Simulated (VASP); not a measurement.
Here is a VASP 6.6.1 calculation.

The input INCAR:

```
SYSTEM = MgBe2SeS2
  PREC = Accurate
  ENCUT = 520
  EDIFF = 1E-7
  ISMEAR = 0
  SIGMA = 0.1
  LREAL = .False.
  LASPH = .True.
  NELM = 60
  ALGO = Normal
  ISIF = 2
  LWAVE = .False.
  LCHARG = .False.
  GGA = PE
  NBANDS = 21
```

The input KPOINTS:

```
regular mesh
0
Gamma
  6 6 2
  0 0 0
```

File POSCAR:

```
MgBe2SeS2
1.0
    3.9966013900      0.0000000000      0.0000000000
   -1.9983007000      3.4611583300      0.0000000000
    0.0000000000      0.0000000000      8.7007605800
Mg Be Se S
1 2 1 2
Direct
    0.0000000000      0.0000000000      0.0000000000
    0.3333333300      0.6666666700      0.5000000000
    0.6666666700      0.3333333300      0.5000000000
    0.0000000000      0.0000000000      0.5000000000
    0.0000000000      0.0000000000      0.7179023300
    0.0000000000      0.0000000000      0.2820976700
```

Potentials or basis: VASP PAW PBE potentials, release 64 (Mg, Be, Se, S).

The run is started by

```console
$ cat potpaw_PBE.64/Mg/POTCAR potpaw_PBE.64/Be/POTCAR potpaw_PBE.64/Se/POTCAR potpaw_PBE.64/S/POTCAR > POTCAR
$ mpirun -np 1 vasp_std > vasp.out
```

Q: What does it give for the pressure?

A: 21.8 GPa.

Q: What does it give for the band gap on the k mesh?

A: Zero (band 12 reaches 5.06 eV, above the bottom of band 13 at 3.29 eV).

Forces in eV/Å, atoms in the order of the input:
```
Mg    0.000   0.000   0.000
Be    0.000   0.000   0.000
Be    0.000   0.000   0.000
Se    0.000   0.000   0.000
S     0.000   0.000  12.069
S     0.000   0.000 -12.069
```

Caveat: the k points lie up to 0.36 Å⁻¹ apart; forces of over 1 eV/Å act on the atoms, so gaps and moduli don't describe the material at rest.
